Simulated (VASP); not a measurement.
Here is a VASP 6.6.1 calculation.

INCAR

```
SYSTEM = BaB
PREC = Accurate
ENCUT = 520
EDIFF = 1E-6
ISMEAR = 0
SIGMA = 0.05
LREAL = .FALSE.
LASPH = .TRUE.
NELM = 80
ALGO = Normal
ISIF = 2
LWAVE = .FALSE.
LCHARG = .FALSE.
GGA = PE
NBANDS = 14
```

KPOINTS

```
regular mesh
0
G
  10 10 10
  0 0 0
```

POSCAR

```
BaB
1.0
    0.0000000000      3.0411284551      3.0411284551
    3.0411284551      0.0000000000      3.0411284551
    3.0411284551      3.0411284551      0.0000000000
Ba B
1 1
Direct
    0.5000000000      0.5000000000      0.5000000000
    0.0000000000      0.0000000000      0.0000000000
```

Potentials or basis: VASP PAW PBE potentials, release 64 (Ba_sv, B).

Command:

```sh
$ cat potpaw_PBE.64/Ba_sv/POTCAR potpaw_PBE.64/B/POTCAR > POTCAR
$ mpirun -np 1 vasp_std > vasp.out
```

**Question.** Predict the pressure.

**Answer.** 1.7 GPa.
